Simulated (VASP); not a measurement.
The system is MnS.

```xyz
2
Lattice="0.0000 2.4735 2.4735 2.4735 0.0000 2.4735 2.4735 2.4735 0.0000" Properties=species:S:1:pos:R:3 pbc="T T T"
Mn    0.0000    0.0000    0.0000
S     3.7102    3.7102    3.7102
```

Base run:

* Program: VASP 6.6.1
* Functional: r2SCAN
* Potentials or basis: VASP PAW PBE potentials, release 64 (Mn_pv, S)
* Cutoff: 520 eV
* k mesh: 9 × 9 × 9
* Occupations: fermi-dirac, width 0.05 eV
* Spin: collinear spin, ferromagnetic start
* Starting moments: [4.0, 0.0] μB
* Hubbard terms: Mn d U = 8.0 eV

Its results: pressure 72.9 GPa; net moment 4.99 μB per cell; site moments Mn +4.64; S +0.03 μB.

Task: The run is repeated on the same cell with these changes: hubbard terms from Mn d U = 8.0 eV to Mn d U = 4.0 eV. What comes out?

Result: Pressure 60.4 GPa; net moment 4.72 μB per cell; site moments Mn +4.35; S +0.03 μB.

Caveats: the cell stands under pressure; the PAW data sets were made with another functional, which shifts forces and pressure a little; a cell with one magnetic atom can't hold antiferromagnetic order, which such compounds often take.
